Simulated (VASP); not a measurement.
# TaN (I4mm) in VASP: notebook

Runs on TaN. Level: PBEsol. Tasks: single point.

Program: VASP 6.6.1. These are calculated values, not measurements. Logs are shortened: lines on timing, memory, paths and dates and some standing lists are left out, and cuts for length are marked.

### 1 The cell of the first run

Symmetry: I4mm, No. 107, tetragonal system. The conventional cell has a = 3.082 Å, b = 3.082 Å, c = 4.358 Å, α = 90.00°, β = 90.00°, γ = 90.00°. Ta (site symmetry 4mm) has 6 N at 2.09 to 2.27 Å within 2.8 Å. Within 2.8 Å of N (site symmetry 4mm) lie 6 Ta at 2.09 to 2.27 Å.

### 2 Single point, PBEsol (all Ta atoms moved +0.087 Å, as atom 1 along Cartesian [0 0 1])

Contents of INCAR:

```
SYSTEM = TaN
PREC = Accurate ; ENCUT = 700
EDIFF = 1E-6 ; ISMEAR = 0
SIGMA = 0.15 ; LREAL = .FALSE.
LASPH = .TRUE. ; NELM = 120
ALGO = Normal ; ISIF = 2
LWAVE = .FALSE. ; LCHARG = .FALSE.
GGA = PS ; NBANDS = 16
GGA_COMPAT = .FALSE.
```

Contents of KPOINTS:

```
regular mesh
0
G
  18 18 18
  0 0 0
```

Contents of POSCAR:

```
TaN
1.0
    0.0000000000      2.1790000000      2.1790000000
    2.1790000000      0.0000000000      2.1790000000
    2.1790000000      2.1790000000      0.0000000000
Ta N
1 1
Direct
    0.5200780174      0.5200780174      0.4799219826
    0.0000000000      0.0000000000      0.0000000000
```

Potentials or basis: VASP PAW PBE potentials, release 64 (Ta_sv_GW, N).

Run with:

```
> cat potpaw_PBE.64/Ta_sv_GW/POTCAR potpaw_PBE.64/N/POTCAR > POTCAR
> mpirun -np 1 vasp_std > vasp.out
```

OUTCAR:

```text
SYSTEM = TaN
   PREC = Accurate
   ENCUT = 700
   EDIFF = 1E-6
   ISMEAR = 0
   LREAL = .FALSE.
   LASPH = .TRUE.
   NELM = 120
   ISIF = 2
   GGA = PS

 ion  position               nearest neighbor table
   1  0.520  0.520  0.480-   2 2.09   2 2.18   2 2.18   2 2.18   2 2.18   2 2.27
   2  0.000  0.000  0.000-   1 2.09   1 2.18   1 2.18   1 2.18   1 2.18   1 2.27

  LATTYP: Found a face centered cubic cell.
 ALAT       =     4.3580000000

  Lattice vectors:

 A1 = (   0.0000000000,   2.1790000000,   2.1790000000)
 A2 = (   2.1790000000,   0.0000000000,   2.1790000000)
 A3 = (   2.1790000000,   2.1790000000,   0.0000000000)

Analysis of symmetry for initial positions (statically):
=====================================================================
 Subroutine PRICEL returns:
 Original cell was already a primitive cell.

 Routine SETGRP: Setting up the symmetry group for a
 face centered cubic supercell.

 Subroutine GETGRP returns: Found  8 space group operations
 (whereof  8 operations were pure point group operations)
 out of a pool of 48 trial point group operations.

The static configuration has the point symmetry C_4v.

Analysis of symmetry for dynamics (positions and initial velocities):
=====================================================================
 Subroutine PRICEL returns:
 Original cell was already a primitive cell.

 Routine SETGRP: Setting up the symmetry group for a
 face centered cubic supercell.

 Subroutine GETGRP returns: Found  8 space group operations
 (whereof  8 operations were pure point group operations)
 out of a pool of 48 trial point group operations.

The dynamic configuration has the point symmetry C_4v.

 Subroutine INISYM returns: Found  8 space group operations
 (whereof  8 operations are pure point group operations),
 and found     1 'primitive' translations

----------------------------------------------------------------------------------------

                                     Primitive cell

  volume of cell :      20.6920

  direct lattice vectors                    reciprocal lattice vectors
     0.000000000  2.179000000  2.179000000    -0.229463056  0.229463056  0.229463056
     2.179000000  0.000000000  2.179000000     0.229463056 -0.229463056  0.229463056
     2.179000000  2.179000000  0.000000000     0.229463056  0.229463056 -0.229463056

  length of vectors
     3.081571352  3.081571352  3.081571352     0.397441672  0.397441672  0.397441672

  position of ions in fractional coordinates (direct lattice)
     0.520078017  0.520078017  0.479921983
     0.000000000  0.000000000  0.000000000

  ion indices of the primitive-cell ions
   primitive index   ion index
                 1           1
                 2           2

----------------------------------------------------------------------------------------

 KPOINTS: regular mesh

Automatic generation of k-mesh.
 Grid dimensions read from file:
 generate k-points for:   18   18   18

 Generating k-lattice:

  Cartesian coordinates                     Fractional coordinates (reciprocal lattice)
    -0.012747948  0.012747948  0.012747948     0.055555556  0.000000000  0.000000000
     0.012747948 -0.012747948  0.012747948     0.000000000  0.055555556  0.000000000
     0.012747948  0.012747948 -0.012747948     0.000000000  0.000000000  0.055555556

  Length of vectors
     0.022080093  0.022080093  0.022080093

  Shift w.r.t. Gamma in fractional coordinates (k-lattice)
     0.000000000  0.000000000  0.000000000

 Subroutine IBZKPT returns following result:
 ===========================================

 Found    480 irreducible k-points:

 Following reciprocal coordinates:
            Coordinates               Weight
  0.000000  0.000000  0.000000      1.000000
  0.055556  0.000000  0.000000      8.000000
  0.111111  0.000000  0.000000      8.000000
  0.166667  0.000000  0.000000      8.000000
  0.222222  0.000000  0.000000      8.000000
  0.277778  0.000000  0.000000      8.000000
[... 16 lines left out ...]
  0.388889  0.055556  0.000000      8.000000
  0.000000  0.388889  0.055556     16.000000
 [... further k-points ...]
   k-points           NKPTS =    480   k-points in BZ     NKDIM =    480   number of bands    NBANDS=     16
   number of dos      NEDOS =    301   number of ions     NIONS =      2
   total plane-waves  NPLWV =  21952
   dimension x,y,z NGX =    28 NGY =   28 NGZ =   28
   dimension x,y,z NGXF=    56 NGYF=   56 NGZF=   56
   ions per type =               1   1
   NGX,Y,Z   is equivalent  to a cutoff of  15.11, 15.11, 15.11 a.u.
   NGXF,Y,Z  is equivalent  to a cutoff of  30.21, 30.21, 30.21 a.u.
 SYSTEM =  TaN
   PREC   = accura    normal or accurate (medium, high low for compatibility)
   ISTART =      0    job   : 0-new  1-cont  2-samecut
   ICHARG =      2    charge: 1-file 2-atom 10-const
   ISPIN  =      1    spin polarized calculation?
   LNONCOLLINEAR =      F non collinear calculations
   LSORBIT =      F    spin-orbit coupling
   LASPH  =      T    aspherical Exc in radial PAW
   ENCUT  =  700.0 eV  51.45 Ry    7.17 a.u.   6.65  6.65  6.65*2*pi/ulx,y,z
   NELM   =    120;   NELMIN=  2; NELMDL= -5     # of ELM steps
   EDIFF  = 0.1E-05   stopping-criterion for ELM
   LREAL  =      F    real-space projection
   EDIFFG = 0.1E-04   stopping-criterion for IOM
   NSW    =      0    number of steps for IOM
   IBRION =     -1    ionic relax: 0-MD 1-quasi-New 2-CG
   NFREE  =      0    steps in history (QN), initial steepest desc. (CG)
   ISIF   =      2    stress and relaxation
   ISYM   =      2    0-nonsym 1-usesym 2-fastsym
   POTIM  = 0.5000    time-step for ionic-motion
   TEBEG  =    0.0;   TEEND  =   0.0 temperature during run
   PSTRESS=    0.0 pullay stress
   NELECT =      18.0000    total number of electrons
   NUPDOWN=      -1.0000    fix difference up-down
   EMIN   =  10.00;   EMAX   =-10.00  energy-range for DOS
   EFERMI =   0.00;   METHOD = LEGACY
   ISMEAR =     0;   SIGMA  =   0.15  broadening in eV -4-tet -1-fermi 0-gaus
   EFERMI_NEDOS =   21; number of points for ismear=-14 and -15
   IALGO  =     38    algorithm
   IMIX   =      4    mixing-type and parameters
     AMIX     =   0.40;   BMIX     =  1.00
     AMIX_MAG =   1.60;   BMIX_MAG =  1.00
  volume/ion in A,a.u.               =      10.35        69.82
  Fermi-wavevector in a.u.,A,eV,Ry     =   1.562782  2.953230 33.229345  2.442288
  Thomas-Fermi vector in A             =   2.665650
   LORBIT       =      0    0 simple, 1 ext, 2 COOP (PROOUT), +10 PAW based schemes
   GGA     = PS    functional components
   LHFCALC =     F    Hartree Fock is set to
   AEXX    =    0.0000 exact exchange contribution
   IVDW    =     0    specifies the selected vdW correction
   LEPSILON=     F    determine dielectric tensor
   LRPA    =     F    only Hartree local field effects (RPA)
 non-spin polarized calculation
 Gauss-broadening in eV      SIGMA  =   0.15
  energy-cutoff  :      700.00
  volume of cell :       20.69
 maximum number of plane-waves:       893
   NGX = 13   NGY = 13   NGZ = 13

 number of electron      17.9999999 magnetization

 Free energy of the ion-electron system (eV)
  ---------------------------------------------------
  ext. energy  EPLUGINS =         0.00000000
  ---------------------------------------------------
  free energy    TOTEN  =       -25.72899988 eV

  energy without entropy =      -25.71998141  energy(sigma->0) =      -25.72449065

 E-fermi :  14.0535     XC(G=0): -14.1151

 val. band max:       14.0515433591   @ k =  -0.3333   0.0556   0.0000
 cond. band min:      14.0543226392   @ k =   0.0000   0.2222   0.1111
 fundamental gap:      0.0027792801
 Fermi energy:        14.0535051881

 k-point     1 :       0.0000    0.0000    0.0000
  band No.  band energies     occupation
      1     -55.3746      2.00000
      2     -21.5582      2.00000
      3     -21.5500      2.00000
      4     -21.5500      2.00000
      5      -4.9457      2.00000
      6       9.9687      2.00000
[... 8 lines left out ...]
     15      23.1821      0.00000
     16      38.5215      0.00000

 k-point     2 :       0.0556    0.0000    0.0000
  band No.  band energies     occupation
      1     -55.3726      2.00000
      2     -21.5851      2.00000
      3     -21.5573      2.00000
      4     -21.5528      2.00000
      5      -4.8659      2.00000
      6       9.4647      2.00000
[... 8 lines left out ...]
     15      23.4230      0.00000
     16      37.3000      0.00000

 k-point     3 :       0.1111    0.0000    0.0000
  band No.  band energies     occupation
      1     -55.3670      2.00000
      2     -21.6741      2.00000
      3     -21.5658      2.00000
      4     -21.5609      2.00000
      5      -4.6336      2.00000
      6       8.6362      2.00000
[... 8 lines left out ...]
     15      24.1046      0.00000
     16      35.2921      0.00000

 k-point     4 :       0.1667    0.0000    0.0000
  band No.  band energies     occupation
      1     -55.3584      2.00000
      2     -21.8083      2.00000
      3     -21.5782      2.00000
      4     -21.5732      2.00000
      5      -4.2690      2.00000
      6       7.6779      2.00000
[... 8 lines left out ...]
     15      25.0944      0.00000
     16      33.3493      0.00000
[... 324 lines left out ...]
 k-point    22 :       0.0000    0.3333    0.0556
  band No.  band energies     occupation
      1     -55.3282      2.00000
      2     -22.2337      2.00000
      3     -21.6388      2.00000
      4     -21.6180      2.00000
      5      -2.9079      2.00000
      6       5.1156      2.00000
[... 8 lines left out ...]
     15      26.4178      0.00000
     16      29.3833      0.00000

 k-point    23 :       0.3889    0.0556    0.0000
  band No.  band energies     occupation
      1     -55.3189      2.00000
      2     -22.3639      2.00000
      3     -21.6450      2.00000
      4     -21.6383      2.00000
      5      -2.4087      2.00000
      6       4.3917      2.00000
[... 8 lines left out ...]
     15      26.0214      0.00000
     16      27.9496      0.00000

 k-point    24 :       0.0000    0.3889    0.0556
  band No.  band energies     occupation
      1     -55.3189      2.00000
      2     -22.3630      2.00000
      3     -21.6489      2.00000
      4     -21.6350      2.00000
      5      -2.4112      2.00000
      6       4.3925      2.00000
[... 8 lines left out ...]
     15      25.9878      0.00000
     16      27.9747      0.00000

 [... further k-points ...]

------------------------ aborting loop because EDIFF is reached ----------------------------------------

  FORCE on cell =-STRESS in cart. coord.  units (eV):
  Direction    XX          YY          ZZ          XY          YZ          ZX
  --------------------------------------------------------------------------------------
  -------------------------------------------------------------------------------------
  Total        0.5825091      0.5825091      1.1196688      0.0000000      0.0000000     -0.0000000
  in kB       45.1036405     45.1036405     86.6958801      0.0000000      0.0000000     -0.0000000
  external PRESSURE =      58.9677204 kB  Pullay stress =       0.0000000 kB

 VOLUME and BASIS-vectors are now :
 -----------------------------------------------------------------------------
  energy-cutoff  :      700.00
  volume of cell :       20.69
      direct lattice vectors                 reciprocal lattice vectors
     0.000000000  2.179000000  2.179000000    -0.229463056  0.229463056  0.229463056
     2.179000000  0.000000000  2.179000000     0.229463056 -0.229463056  0.229463056
     2.179000000  2.179000000  0.000000000     0.229463056  0.229463056 -0.229463056

 POSITION                                       TOTAL-FORCE (eV/Angst)
 -----------------------------------------------------------------------------------
      2.17900      2.17900      2.26650         0.000000      0.000000     -0.817505
      0.00000      0.00000      0.00000         0.000000      0.000000      0.817505
 -----------------------------------------------------------------------------------
    total drift:                               -0.000000     -0.000000     -0.000056

  FREE ENERGIE OF THE ION-ELECTRON SYSTEM (eV)
  ---------------------------------------------------
  free  energy   TOTEN  =       -25.7289998846 eV

  energy  without entropy=      -25.7199814093  energy(sigma->0) =      -25.72449065
```

It took 4.8 min on 1 thread of Intel Xeon Platinum 8259CL at 2.50GHz (Skylake/Cascade Lake), shared host; peak memory 0.4 GiB.

Results:

```yaml
Free_energy: -25.7290 eV
Pressure: 5.9 GPa
Largest_force: 0.818 eV/Å
Band_gap_on_the_k_mesh: zero (bands 9 and 10 overlap by 3.91 eV)
```

Forces in eV/Å, atoms in the order of the input:
```
Ta   0.000  0.000 -0.818
N    0.000  0.000  0.818
```

Stress tensor (GPa, compression positive):
```
4.51 0.00 0.00
0.00 4.51 0.00
0.00 0.00 8.67
```

Caveat: the cell differs from its parent crystal (all Ta atoms moved +0.087 Å, as atom 1 along Cartesian [0 0 1]); the cell stands under pressure; the PAW data sets were made with another functional, which shifts forces and pressure a little; spin-orbit coupling is left out, which moves the levels of the heavy elements.

### 3 Single point, PBEsol (all Ta atoms moved +0.025 Å, as atom 1 along Cartesian [0 0 1])

Contents of INCAR:

```
PREC = Accurate
ENCUT = 700
EDIFF = 1E-6
ISMEAR = 0
SIGMA = 0.15
LREAL = False
LASPH = True
NELM = 120
ALGO = Normal
ISIF = 2
LWAVE = False
LCHARG = False
GGA = PS
NBANDS = 16
GGA_COMPAT = False
```

Contents of KPOINTS:

```
Automatic mesh
0
Gamma
  18 18 18
```

Edit POSCAR of step 2 so:

```diff
@@ -8,3 +8,3 @@
 Direct
-    0.5200780174      0.5200780174      0.4799219826
+    0.5057365764      0.5057365764      0.4942634236
     0.0000000000      0.0000000000      0.0000000000
```

Potentials or basis: VASP PAW PBE potentials, release 64 (Ta_sv_GW, N).

Run with:

```
> cat potpaw_PBE.64/Ta_sv_GW/POTCAR potpaw_PBE.64/N/POTCAR > POTCAR
> mpirun -np 1 vasp_std > vasp.out
```

Run time: 2.3 min. Hardware: 1 thread of AMD EPYC 9R45 (Zen 5), shared host; peak memory 0.36 GiB.

Results (log left out):

* Free energy: -25.7609 eV
* Pressure: 4.6 GPa
* Largest force: 0.219 eV/Å
* Band gap on the k mesh: zero (bands 9 and 10 overlap by 4.17 eV)

Forces on the atoms (eV/Å):
```
Ta   0.000  0.000 -0.219
N    0.000  0.000  0.219
```

Stress tensor (GPa, compression positive):
```
4.49 0.00 0.00
0.00 4.49 0.00
0.00 0.00 4.83
```

Levels at points of the mesh, in eV from the Fermi level:
```csv
k point,band 5,band 6,band 7,band 8,band 9,band 10,band 11,band 12,band 13,band 14
"(0.00, 0.00, 0.00)",-19.02,-3.90,-3.90,-3.89,-2.20,-2.18,-2.18,0.04,0.06,1.76
"(0.50, 0.00, 0.00)",-15.79,-10.63,-7.79,-7.79,1.99,2.00,2.09,3.85,7.83,7.86
"(0.50, 0.50, 0.00)",-17.75,-6.68,-5.69,-4.68,-4.68,2.19,3.73,3.73,4.85,7.00
"(0.00, 0.50, 0.50)",-17.75,-6.68,-5.73,-4.68,-4.64,2.19,3.73,3.73,4.85,7.04
```

Caveat: the cell differs from its parent crystal (all Ta atoms moved +0.025 Å, as atom 1 along Cartesian [0 0 1]); the cell stands under pressure; the PAW data sets were made with another functional, which shifts forces and pressure a little; spin-orbit coupling is left out, which moves the levels of the heavy elements.

(Part 1 of 2 ends here.)
